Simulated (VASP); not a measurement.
# Cu3Ge in VASP: notebook, part 2 of 3

VASP 6.6.1. Earlier steps stand in the parts before.

### 3 Single point, PBEsol

Contents of INCAR:

```
PREC     = Accurate       # precision mode
ENCUT    = 520            # plane-wave cutoff, eV
EDIFF    = 1E-7           # SCF threshold, eV
ISMEAR   = -1             # smearing method
SIGMA    = 0.1663         # smearing width, eV
LREAL    = Auto         
LASPH    = True           # aspherical terms in the spheres
NELM     = 80             # most SCF steps
ALGO     = Normal         # electronic algorithm
ISIF     = 2              # what is computed and relaxed
LWAVE    = False          # write WAVECAR
LCHARG   = False          # write CHGCAR
GGA      = PS             # functional
NBANDS   = 108            # bands
ISYM     = 0
```

Contents of KPOINTS:

```
Automatic mesh
0
Gamma
  1 1 1
  0.25 0.25 0.25
```

Contents of POSCAR:

```
Cu3Ge
1.0
    5.8084680000      0.2175700000     -0.1413800000
    0.2175700000      6.0343640000     -0.1031110000
   -0.1413800000     -0.1031110000      6.2614650000
Cu Ge
12 4
Direct
    0.5169822009      0.9224619622      0.9414812538
    0.7429700571      0.6233937439      0.7094467284
    0.2333188270      0.6109492554      0.7245237663
    0.7612108691      0.5821949689      0.1097265094
    0.9919647599      0.8626640667      0.9202389748
    0.8550651676      0.1736533014      0.6711869633
    0.7624883129      0.1632889950      0.0163301223
    0.4448311873      0.3425414027      0.9318252230
    0.4853704911      0.4076152497      0.4387877751
    0.2437417112      0.1592742835      0.6899931779
    0.3246905786      0.7004138984      0.1803429599
    0.0475816427      0.4452731873      0.9553086468
   -0.0031185814      0.3795640454      0.3783602277
    0.4547022021      0.8205603979      0.5181957578
    0.9079819335      0.8024752784      0.4120565258
    0.2199774097      0.0886254414      0.1422123519
```

Potentials or basis: VASP PAW PBE potentials, release 64 (Cu, Ge_d).

Command:

```bash
$ cat potpaw_PBE.64/Cu/POTCAR potpaw_PBE.64/Ge_d/POTCAR > POTCAR
$ mpirun -np 1 vasp_std > vasp.out
```

OUTCAR:

```text
PREC = Accurate
   ENCUT = 520
   EDIFF = 1E-7
   ISMEAR = -1
   LREAL = Auto
   LASPH = True
   NELM = 80
   ISIF = 2
   GGA = PS
   ISYM = 0

 ion  position               nearest neighbor table
   1  0.517  0.922  0.941-   7 2.14  16 2.33  11 2.41   8 2.54  10 2.58   2 2.60   4 2.63  14 2.71
                             5 2.77
   2  0.743  0.623  0.709-  14 2.30   5 2.43  15 2.45  12 2.50   4 2.52   9 2.59   1 2.60   6 2.75

   3  0.233  0.611  0.725-  12 2.16  14 2.33   5 2.35   8 2.35   9 2.59  10 2.73
   4  0.761  0.582  0.110-  12 2.07  13 2.43  15 2.43   2 2.52   7 2.58   5 2.59   8 2.61   1 2.63
                            11 2.64
   5  0.992  0.863  0.920-   7 2.25   3 2.35  16 2.35   2 2.43  12 2.53   6 2.54   4 2.59  11 2.62
                             1 2.77
   6  0.855  0.174  0.671-  10 2.25   7 2.26  13 2.46   5 2.54  12 2.64  15 2.73   2 2.75
   7  0.762  0.163  0.016-   8 2.12   1 2.14   5 2.25   6 2.26  12 2.51   4 2.58  16 2.75
   8  0.445  0.343  0.932-   7 2.12  10 2.19   3 2.35  12 2.36  16 2.53   1 2.54   4 2.61  11 2.69

   9  0.485  0.408  0.439-  14 2.52  11 2.54   3 2.59   2 2.59  10 2.72
  10  0.244  0.159  0.690-   8 2.19   6 2.25  14 2.54   1 2.58  12 2.60  13 2.70   9 2.72   3 2.73

  11  0.325  0.700  0.180-  14 2.32  16 2.40   1 2.41   9 2.54   5 2.62  12 2.64   4 2.64   8 2.69

  12  0.048  0.445  0.955-   4 2.07   3 2.16   8 2.36   2 2.50   7 2.51   5 2.53  10 2.60  16 2.60
                            11 2.64   6 2.64  13 2.73
  13  0.997  0.380  0.378-   4 2.43   6 2.46  15 2.57  16 2.57  10 2.70  12 2.73
  14  0.455  0.821  0.518-   2 2.30  11 2.32   3 2.33   9 2.52  10 2.54   1 2.71  15 2.74
  15  0.908  0.802  0.412-   4 2.43   2 2.45  13 2.57   6 2.73  14 2.74
  16  0.220  0.089  0.142-   1 2.33   5 2.35  11 2.40   8 2.53  13 2.57  12 2.60   7 2.75

IMPORTANT INFORMATION: All symmetrisations will be switched off!
NOSYMM: (Re-)initialisation of all symmetry stuff for point group C_1.

----------------------------------------------------------------------------------------

                                     Primitive cell

  volume of cell :     218.9945

  direct lattice vectors                    reciprocal lattice vectors
     5.808468000  0.217570000 -0.141380000     0.172485284 -0.006154169  0.003793267
     0.217570000  6.034364000 -0.103111000    -0.006154169  0.165983768  0.002594389
    -0.141380000 -0.103111000  6.261465000     0.003793267  0.002594389  0.159835406

  length of vectors
     5.814260530  6.039165296  6.263909652     0.172636717  0.166118078  0.159901460

  position of ions in fractional coordinates (direct lattice)
     0.516982201  0.922461962  0.941481254
     0.742970057  0.623393744  0.709446728
     0.233318827  0.610949255  0.724523766
     0.761210869  0.582194969  0.109726509
     0.991964760  0.862664067  0.920238975
     0.855065168  0.173653301  0.671186963
[... 8 lines left out ...]
     0.907981933  0.802475278  0.412056526
     0.219977410  0.088625441  0.142212352

  ion indices of the primitive-cell ions
   primitive index   ion index
                 1           1
                 2           2
                 3           3
                 4           4
                 5           5
                 6           6
[... 8 lines left out ...]
                15          15
                16          16

----------------------------------------------------------------------------------------

 KPOINTS: Automatic mesh

Automatic generation of k-mesh.
 Grid dimensions read from file:
 generate k-points for:    1    1    1

 Generating k-lattice:

  Cartesian coordinates                     Fractional coordinates (reciprocal lattice)
     0.172485284 -0.006154169  0.003793267     1.000000000 -0.000000000  0.000000000
    -0.006154169  0.165983768  0.002594389     0.000000000  1.000000000  0.000000000
     0.003793267  0.002594389  0.159835406    -0.000000000  0.000000000  1.000000000

  Length of vectors
     0.172636717  0.166118078  0.159901460

  Shift w.r.t. Gamma in fractional coordinates (k-lattice)
     0.250000000  0.250000000  0.250000000

 Subroutine IBZKPT returns following result:
 ===========================================

 Found      1 irreducible k-points:

 Following reciprocal coordinates:
            Coordinates               Weight
  0.250000  0.250000  0.250000      2.000000
   k-points           NKPTS =      1   k-points in BZ     NKDIM =      1   number of bands    NBANDS=    108
   number of dos      NEDOS =    301   number of ions     NIONS =     16
   total plane-waves  NPLWV = 110592
   dimension x,y,z NGX =    48 NGY =   48 NGZ =   48
   dimension x,y,z NGXF=    96 NGYF=   96 NGZF=   96
   ions per type =              12   4
   NGX,Y,Z   is equivalent  to a cutoff of  13.72, 13.21, 12.74 a.u.
   NGXF,Y,Z  is equivalent  to a cutoff of  27.45, 26.43, 25.48 a.u.
 SYSTEM =  unknown system
   PREC   = accura    normal or accurate (medium, high low for compatibility)
   ISTART =      0    job   : 0-new  1-cont  2-samecut
   ICHARG =      2    charge: 1-file 2-atom 10-const
   ISPIN  =      1    spin polarized calculation?
   LNONCOLLINEAR =      F non collinear calculations
   LSORBIT =      F    spin-orbit coupling
   LASPH  =      T    aspherical Exc in radial PAW
   ENCUT  =  520.0 eV  38.22 Ry    6.18 a.u.  10.81 11.23 11.65*2*pi/ulx,y,z
   NELM   =     80;   NELMIN=  2; NELMDL= -5     # of ELM steps
   EDIFF  = 0.1E-06   stopping-criterion for ELM
   LREAL  =      T    real-space projection
   EDIFFG = 0.1E-05   stopping-criterion for IOM
   NSW    =      0    number of steps for IOM
   IBRION =     -1    ionic relax: 0-MD 1-quasi-New 2-CG
   NFREE  =      0    steps in history (QN), initial steepest desc. (CG)
   ISIF   =      2    stress and relaxation
   ISYM   =      0    0-nonsym 1-usesym 2-fastsym
   POTIM  = 0.5000    time-step for ionic-motion
   TEBEG  =    0.0;   TEEND  =   0.0 temperature during run
   PSTRESS=    0.0 pullay stress
   NELECT =     188.0000    total number of electrons
   NUPDOWN=      -1.0000    fix difference up-down
   EMIN   =  10.00;   EMAX   =-10.00  energy-range for DOS
   EFERMI =   0.00;   METHOD = LEGACY
   ISMEAR =    -1;   SIGMA  =   0.17  broadening in eV -4-tet -1-fermi 0-gaus
   EFERMI_NEDOS =   21; number of points for ismear=-14 and -15
   IALGO  =     38    algorithm
   IMIX   =      4    mixing-type and parameters
     AMIX     =   0.40;   BMIX     =  1.00
     AMIX_MAG =   1.60;   BMIX_MAG =  1.00
  volume/ion in A,a.u.               =      13.69        92.37
  Fermi-wavevector in a.u.,A,eV,Ry     =   1.555905  2.940234 32.937529  2.420840
  Thomas-Fermi vector in A             =   2.659778
   LORBIT       =      0    0 simple, 1 ext, 2 COOP (PROOUT), +10 PAW based schemes
   GGA     = PS    functional components
   LHFCALC =     F    Hartree Fock is set to
   AEXX    =    0.0000 exact exchange contribution
   IVDW    =     0    specifies the selected vdW correction
   LEPSILON=     F    determine dielectric tensor
   LRPA    =     F    only Hartree local field effects (RPA)
 non-spin polarized calculation
  energy-cutoff  :      520.00
  volume of cell :      218.99
 maximum number of plane-waves:      5889
 NGX is ok and might be reduce to    48
   NGX = 21   NGY = 23   NGZ = 23

 number of electron     187.9999997 magnetization

 Free energy of the ion-electron system (eV)
  ---------------------------------------------------
  ext. energy  EPLUGINS =         0.00000000
  ---------------------------------------------------
  free energy    TOTEN  =       -66.18695103 eV

  energy without entropy =      -65.68169468  energy(sigma->0) =      -65.93432286

 E-fermi :   6.9713     XC(G=0): -12.2603

 val. band max:        6.7685582764   @ k =   0.2500   0.2500   0.2500
 cond. band min:       7.1499347636   @ k =   0.2500   0.2500   0.2500
 fundamental gap:      0.3813764872
 Fermi energy:         6.9713480804

 k-point     1 :       0.2500    0.2500    0.2500
  band No.  band energies     occupation
      1     -17.8470      2.00000
      2     -17.8253      2.00000
      3     -17.7887      2.00000
      4     -17.7692      2.00000
      5     -17.7656      2.00000
      6     -17.5417      2.00000
[... 98 lines left out ...]
    105      11.5650      0.00000
    106      11.9440      0.00000
 [bands above 106 left out]

------------------------ aborting loop because EDIFF is reached ----------------------------------------

  FORCE on cell =-STRESS in cart. coord.  units (eV):
  Direction    XX          YY          ZZ          XY          YZ          ZX
  --------------------------------------------------------------------------------------
  -------------------------------------------------------------------------------------
  Total       10.7716774      5.4238375      7.5972353      1.6337201      3.2932877      2.6097713
  in kB       78.8062625     39.6811325     55.5818467     11.9523980     24.0938979     19.0932495
  external PRESSURE =      58.0230806 kB  Pullay stress =       0.0000000 kB

 VOLUME and BASIS-vectors are now :
 -----------------------------------------------------------------------------
  energy-cutoff  :      520.00
  volume of cell :      218.99
      direct lattice vectors                 reciprocal lattice vectors
     5.808468000  0.217570000 -0.141380000     0.172485284 -0.006154169  0.003793267
     0.217570000  6.034364000 -0.103111000    -0.006154169  0.165983768  0.002594389
    -0.141380000 -0.103111000  6.261465000     0.003793267  0.002594389  0.159835406

 POSITION                                       TOTAL-FORCE (eV/Angst)
 -----------------------------------------------------------------------------------
      3.07047      5.58187      5.72684        -0.639341     -1.846397     -1.245063
      4.35085      3.85028      4.27286         0.387142     -0.838945      0.681245
      1.38572      3.66275      4.44060         0.544608      0.540250     -1.478623
      4.53262      3.66748      0.51940        -3.423911      1.038672      1.204734
      5.81938      5.32656      5.53285         0.075064     -0.837082     -0.332944
      4.90951      1.16472      4.06382        -1.252288      0.091603     -1.047885
[... 8 lines left out ...]
      5.39032      4.99749      2.36896         0.553295      1.210174      0.476589
      1.27691      0.56800      0.85022        -0.242267      0.662538     -0.345716
 -----------------------------------------------------------------------------------
    total drift:                                0.000569     -0.002028     -0.001156

  FREE ENERGIE OF THE ION-ELECTRON SYSTEM (eV)
  ---------------------------------------------------
  free  energy   TOTEN  =       -66.1869510347 eV

  energy  without entropy=      -65.6816946766  energy(sigma->0) =      -65.93432286
```

Run time: 2.2 min. Hardware: 1 thread of Intel Xeon Platinum 8259CL at 2.50GHz (Skylake/Cascade Lake), shared host; peak memory 0.33 GiB.

What came out:

```yaml
Free_energy: -66.1870 eV
Pressure: 5.8 GPa
Largest_force: 3.775 eV/Å
Band_gap_on_the_k_mesh: 0.38 eV
```

Forces in eV/Å, atoms in the order of the input:
```
Cu  -0.639 -1.846 -1.245
Cu   0.387 -0.839  0.681
Cu   0.545  0.540 -1.479
Cu  -3.424  1.039  1.205
Cu   0.075 -0.837 -0.333
Cu  -1.252  0.092 -1.048
Cu   2.412  1.330  2.371
Cu   0.189  2.043  0.736
Cu  -0.032 -0.257 -0.150
Cu   0.378 -0.959 -1.108
Cu  -0.418 -1.036 -0.334
Cu   1.104 -1.915  0.020
Ge   0.286 -0.708  0.478
Ge   0.077  1.482  0.075
Ge   0.553  1.210  0.477
Ge  -0.242  0.663 -0.346
```

Stress tensor (GPa, compression positive):
```
7.88 1.20 1.91
1.20 3.97 2.41
1.91 2.41 5.56
```

Levels at points of the mesh, in eV from the valence-band top:
| k point | band 91 | band 92 | band 93 | band 94 | band 95 | band 96 | band 97 | band 98 |
| --- | --- | --- | --- | --- | --- | --- | --- | --- |
| (0.25, 0.25, 0.25) | -0.75 | -0.58 | -0.31 | 0.00 | 0.38 | 0.80 | 1.13 | 1.66 |

Caveat: the k points lie up to 1.08 Å⁻¹ apart; the PAW data sets were made with another functional, which shifts forces and pressure a little.

### 4 Single point, PBEsol

Contents of INCAR:

```
PREC = Accurate
ENCUT = 520
EDIFF = 1E-6
ISMEAR = -1
SIGMA = 0.1663
LREAL = Auto
LASPH = True
NELM = 80
ALGO = Normal
ISIF = 2
LWAVE = False
LCHARG = True
GGA = PS
LELF = True
LVHAR = True
NBANDS = 108
ISYM = 0
```

KPOINTS is that of step 3.

Contents of POSCAR:

```
Cu3Ge
1.0
    5.8084680000      0.2175700000     -0.1413800000
    0.2175700000      6.0343640000     -0.1031110000
   -0.1413800000     -0.1031110000      6.2614650000
Cu Ge
12 4
Direct
    0.4801575625      0.9036912568      0.8459608391
    0.6642724143      0.5690176417      0.7785912421
    0.2261161086      0.6898968418      0.6717784494
    0.6832279351      0.6695300834      0.1151878485
    0.9096145067      0.8863833899      0.8939962416
    0.7035231031      0.1478018867      0.6005848626
    0.7385816641      0.2205445372      0.1106014716
    0.4356834564      0.3500855108      0.9108538647
    0.3999972147      0.3847069834      0.3534284913
    0.1667419253      0.1405318895      0.6414603223
    0.1661969653      0.6666922679      0.1239566513
    0.0137250728      0.4214708294      0.8892704390
   -0.0192379091      0.4662722141      0.5067128761
    0.4194179624      0.8572335279      0.4052419870
    0.8912219586      0.8497980862      0.4502249060
    0.2144728843      0.1037964288      0.1242670413
```

Command:

```bash
$ cat potpaw_PBE.64/Cu/POTCAR potpaw_PBE.64/Ge_d/POTCAR > POTCAR
$ mpirun -np 1 vasp_std > vasp.out
```

It took 1.9 min on 1 thread of Intel Xeon Platinum 8259CL at 2.50GHz (Skylake/Cascade Lake), shared host; peak memory 0.34 GiB.

It converged, with:

```yaml
Free_energy: -67.1292 eV
Pressure: 1.8 GPa
Largest_force: 3.014 eV/Å
Band_gap_on_the_k_mesh: 0.45 eV
```

Forces on the atoms (eV/Å):
```
Cu  -0.048  2.144  0.574
Cu   0.400 -0.056 -2.986
Cu   0.333 -0.310  1.145
Cu   0.016 -0.149  2.193
Cu   0.126  0.497 -0.440
Cu  -0.651  1.501  0.614
Cu   0.950 -0.254  0.835
Cu  -1.874 -0.617  0.135
Cu   0.352  0.146  0.276
Cu   0.470 -0.844 -0.036
Cu   0.770  0.612  0.622
Cu   0.274 -1.044  0.431
Ge  -1.175 -1.887 -0.923
Ge   0.384  0.101 -0.001
Ge   0.483  0.234 -1.421
Ge  -0.810 -0.076 -1.018
```

Stress tensor (GPa, compression positive):
```
0.81 1.97 5.49
1.97 2.13 3.16
5.49 3.16 2.42
```

Levels at points of the mesh, in eV from the valence-band top:
```
           k point  band 92  band 93  band 94  band 95  band 96  band 97
(0.25, 0.25, 0.25)    -0.50    -0.18     0.00     0.45     1.03     1.37
```

Caveat: the k points lie up to 1.08 Å⁻¹ apart; the PAW data sets were made with another functional, which shifts forces and pressure a little.

[end of part 2 of 3]
